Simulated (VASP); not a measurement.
Wanted: the native input for a VASP 6.6.1 run.

- Task: single point
- Functional: RPBE
- Potentials or basis: VASP PAW PBE potentials, release 64 (Bi_d, Se)
- Cutoff: 520 eV
- k mesh: 8 × 8 × 8
- Occupations: gaussian, width 0.05 eV
- Spin: no spin polarisation
- Dipole correction: no
- Further INCAR settings: ALGO = Normal; EDIFF = 1e-06; NBANDS = 32

The structure of Bi2Se3 lies in POSCAR:

```
Bi2Se3
1.0
    2.0715000000      1.1959810826      9.5453333333
   -2.0715000000      1.1959810826      9.5453333333
    0.0000000000     -2.3919621653      9.5453333333
Bi Se
2 3
Direct
    0.5992000000      0.5992000000      0.5992000000
    0.4008000000      0.4008000000      0.4008000000
    0.7883000000      0.7883000000      0.7883000000
    0.2117000000      0.2117000000      0.2117000000
    0.0000000000      0.0000000000      0.0000000000
```

One way to write it, as run:

INCAR

```
SYSTEM = Bi2Se3
PREC = Accurate
ENCUT = 520
EDIFF = 1E-6
ISMEAR = 0
SIGMA = 0.05
LREAL = .FALSE.
LASPH = .TRUE.
NELM = 80
ALGO = Normal
ISIF = 2
LWAVE = .FALSE.
LCHARG = .TRUE.
GGA = RP
LELF = .TRUE.
LVHAR = .TRUE.
NBANDS = 32
```

KPOINTS

```
Automatic mesh
0
G
  8 8 8
  0 0 0
```

Potentials or basis: VASP PAW PBE potentials, release 64 (Bi_d, Se).

The run is started by

```bash
$ cat potpaw_PBE.64/Bi_d/POTCAR potpaw_PBE.64/Se/POTCAR > POTCAR
$ mpirun -np 1 vasp_std > vasp.out
```

It gave:

```
Pressure               : 4.2 GPa
Largest force          : 0.170 eV/Å
Band gap on the k mesh : 0.29 eV
```

Caveat: the cell stands under pressure; the PAW data sets were made with another functional, which shifts forces and pressure a little; spin-orbit coupling is left out, which moves the levels of the heavy elements.

Run time: 38 min on 1 thread of Intel Xeon 8259CL (shared host), peak memory 1 GiB.
